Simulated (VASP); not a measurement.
# MgS (Niningerite) (I4/mmm) in VASP: notebook, part 2 of 2

VASP 6.6.1. Earlier steps stand in the parts before.

## 5. Single point, r2SCAN (uniaxial x strain +5.7%)

The input, POSCAR:

```
MgS
1.0
    0.0000000000      2.6015177400      2.6015177400
    2.7505847066      0.0000000000      2.6015177400
    2.7505847066      2.6015177400      0.0000000000
Mg S
1 1
Direct
    0.0000000000      0.0000000000      0.0000000000
    0.5000000000      0.5000000000      0.5000000000
```

The input, INCAR.step1:

```
ALGO = Normal ; EDIFF = 1E-4
ENCUT = 520 ; GGA = PE
ISMEAR = 0 ; LASPH = T
LCHARG = F ; LREAL = F
LWAVE = T ; NBANDS = 11
NELM = 100 ; PREC = Accurate
SIGMA = 0.01
```

The input, INCAR.step2:

```
ALGO = Normal ; EDIFF = 1E-6
ENCUT = 520 ; ISIF = 2
ISMEAR = 0 ; ISTART = 1
LASPH = T ; LCHARG = F
LMIXTAU = T ; LREAL = F
LWAVE = F ; METAGGA = R2SCAN
NBANDS = 11 ; NELM = 100
PREC = Accurate ; SIGMA = 0.01
```

The input, KPOINTS:

```
k-points
0
Gamma
  8 8 8
```

Potentials or basis: VASP PAW PBE potentials, release 64 (Mg, S).

The run is started by

```sh
cat potpaw_PBE.64/Mg/POTCAR potpaw_PBE.64/S/POTCAR > POTCAR
cp INCAR.step1 INCAR
mpirun -np 1 vasp_std > vasp.out
cp INCAR.step2 INCAR
mpirun -np 1 vasp_std > vasp.out
```

OUTCAR:

```text
EDIFF = 1E-6
   ENCUT = 520
   ISIF = 2
   ISMEAR = 0
   ISTART = 1
   LASPH = T
   LREAL = F
   METAGGA = R2SCAN
   NELM = 100
   PREC = Accurate

 ion  position               nearest neighbor table
   1  0.000  0.000  0.000-   2 2.60   2 2.60   2 2.60   2 2.60   2 2.75   2 2.75
   2  0.500  0.500  0.500-   1 2.60   1 2.60   1 2.60   1 2.60   1 2.75   1 2.75

  LATTYP: Found a body centered tetragonal cell.
 ALAT       =     3.6791016707
 C/A-ratio  =     1.4952479996

  Lattice vectors:

 A1 = (   2.7505847066,   0.0000000000,   2.6015177400)
 A2 = (   2.7505847066,   0.0000000000,  -2.6015177400)
 A3 = (  -2.7505847066,   2.6015177400,   0.0000000000)

Analysis of symmetry for initial positions (statically):
=====================================================================
 Subroutine PRICEL returns:
 Original cell was already a primitive cell.

 Routine SETGRP: Setting up the symmetry group for a
 body centered tetragonal supercell.

 Subroutine GETGRP returns: Found 16 space group operations
 (whereof 16 operations were pure point group operations)
 out of a pool of 16 trial point group operations.

The static configuration has the point symmetry D_4h.
[... 172 lines left out ...]
      3       2.9320      2.00000
      4       3.1469      2.00000
      5       7.1730      0.00000
      6      11.2069      0.00000
      7      11.7826      0.00000
      8      11.7826      0.00000
      9      13.4880      0.00000
     10      14.2546      0.00000
     11      15.8365      0.00000
[... 309 lines left out ...]
 k-point    24 :       0.3750    0.1250    0.1250
  band No.  band energies     occupation
      1      -9.0731      2.00000
      2      -0.2846      2.00000
      3       1.9536      2.00000
      4       2.7315      2.00000
      5       9.1583      0.00000
      6      10.7124      0.00000
      7      11.4011      0.00000
      8      11.5380      0.00000
      9      13.7004      0.00000
     10      16.1532      0.00000
     11      16.6056      0.00000

 [... further k-points ...]

------------------------ aborting loop because EDIFF is reached ----------------------------------------

  FORCE on cell =-STRESS in cart. coord.  units (eV):
  Direction    XX          YY          ZZ          XY          YZ          ZX
  --------------------------------------------------------------------------------------
  -------------------------------------------------------------------------------------
  Total       -1.5126062     -0.6268303     -0.6268303     -0.0000000      0.0000000      0.0000000
  in kB      -65.0920347    -26.9744102    -26.9744102     -0.0000000      0.0000000      0.0000000
  external PRESSURE =     -39.6802850 kB  Pullay stress =       0.0000000 kB

 VOLUME and BASIS-vectors are now :
 -----------------------------------------------------------------------------
  energy-cutoff  :      520.00
  volume of cell :       37.23
      direct lattice vectors                 reciprocal lattice vectors
     0.000000000  2.601517740  2.601517740    -0.181779532  0.192195499  0.192195499
     2.750584707  0.000000000  2.601517740     0.181779532 -0.192195499  0.192195499
     2.750584707  2.601517740  0.000000000     0.181779532  0.192195499 -0.192195499

 POSITION                                       TOTAL-FORCE (eV/Angst)
 -----------------------------------------------------------------------------------
      0.00000      0.00000      0.00000         0.000000     -0.000000      0.000000
      2.75058      2.60152      2.60152         0.000000      0.000000     -0.000000
 -----------------------------------------------------------------------------------
    total drift:                                0.000000      0.000000      0.000000

  FREE ENERGIE OF THE ION-ELECTRON SYSTEM (eV)
  ---------------------------------------------------
  free  energy   TOTEN  =       -15.4622019302 eV

  energy  without entropy=      -15.4622019302  energy(sigma->0) =      -15.46220193
```

OSZICAR.step1:

```text
N       E                     dE             d eps       ncg     rms          rms(c)
DAV:   1     0.222120599505E+02    0.22212E+02   -0.36569E+03  1354   0.598E+02
DAV:   2    -0.742746656934E+01   -0.29640E+02   -0.27897E+02  1678   0.969E+01
DAV:   3    -0.889587027022E+01   -0.14684E+01   -0.14658E+01  1591   0.234E+01
DAV:   4    -0.890495285873E+01   -0.90826E-02   -0.90819E-02  1558   0.223E+00
DAV:   5    -0.890503860411E+01   -0.85745E-04   -0.85744E-04  1630   0.215E-01    0.421E+00
DAV:   6    -0.851263795407E+01    0.39240E+00   -0.88488E-01  1478   0.361E+00    0.326E+00
DAV:   7    -0.847118303719E+01    0.41455E-01   -0.22347E-01  1555   0.200E+00    0.221E+00
DAV:   8    -0.847086679172E+01    0.31625E-03   -0.17045E-02  1421   0.788E-01    0.104E+00
DAV:   9    -0.847045130622E+01    0.41549E-03   -0.10910E-03  1475   0.184E-01    0.368E-01
DAV:  10    -0.847046600567E+01   -0.14699E-04   -0.28897E-04  1462   0.776E-02
   1 F= -.84704660E+01 E0= -.84704660E+01  d E =-.444913E-55
```

Wall time 80 s (1 thread of Intel Xeon Platinum 8375C at 2.90GHz (Ice Lake), shared host); peak memory 0.17 GiB.

What came out:

| Quantity | Value |
| --- | --- |
| Free energy | -15.4622 eV |
| Pressure | -4.0 GPa |
| Band gap on the k mesh | 3.11 eV, indirect (least direct gap 4.03 eV) |

Stress tensor (GPa, compression positive):
```
-6.51  0.00  0.00
 0.00 -2.70  0.00
 0.00  0.00 -2.70
```

Levels at points of the mesh, in eV from the valence-band top:
```tsv
k point	band 2	band 3	band 4	band 5	band 6	band 7
(0.00, 0.00, 0.00)	-0.21	-0.21	0.00	4.03	8.06	8.64
(0.50, 0.00, 0.00)	-4.73	-0.78	-0.62	4.95	7.09	7.59
(0.50, 0.50, 0.00)	-4.11	-2.06	-1.57	3.11	4.90	12.61
(0.00, 0.50, 0.50)	-4.14	-1.59	-1.59	3.40	5.07	12.02
```

Caveat: the cell differs from its parent crystal (uniaxial x strain +5.7%); the PAW data sets were made with another functional, which shifts forces and pressure a little. A k mesh can miss the band edges.

## 6. Overview

| level | cell | smearing | gap on the mesh (eV) | pressure (GPa) |
| --- | --- | --- | --- | --- |
| PBE | a = 3.628, b = 3.628, c = 3.679 Å, angles 59.5, 59.5, 60.9°, 2 atoms | fermi-dirac 0.02 eV | 2.70 | 3.4 |
| PBE | a = 3.679, b = 3.786, c = 3.786 Å, angles 58.1, 60.9, 60.9°, 2 atoms | fermi-dirac 0.02 eV | 2.45 | -2.6 |
| r2SCAN | a = 3.628, b = 3.628, c = 3.679 Å, angles 59.5, 59.5, 60.9°, 2 atoms | gaussian 0.01 eV | 3.36 | 2.0 |
| r2SCAN | a = 3.679, b = 3.786, c = 3.786 Å, angles 58.1, 60.9, 60.9°, 2 atoms | gaussian 0.01 eV | 3.11 | -4.0 |

Alike in all rows: task single point; potentials or basis VASP PAW PBE potentials, release 64 (Mg, S); no spin polarisation; k mesh 8 × 8 × 8; cutoff (eV) 520.

Caveats: the PAW data sets were made with another functional, which shifts forces and pressure a little (some runs).

Total energies depend on the potentials used, so only differences within one code and one set of settings carry meaning.
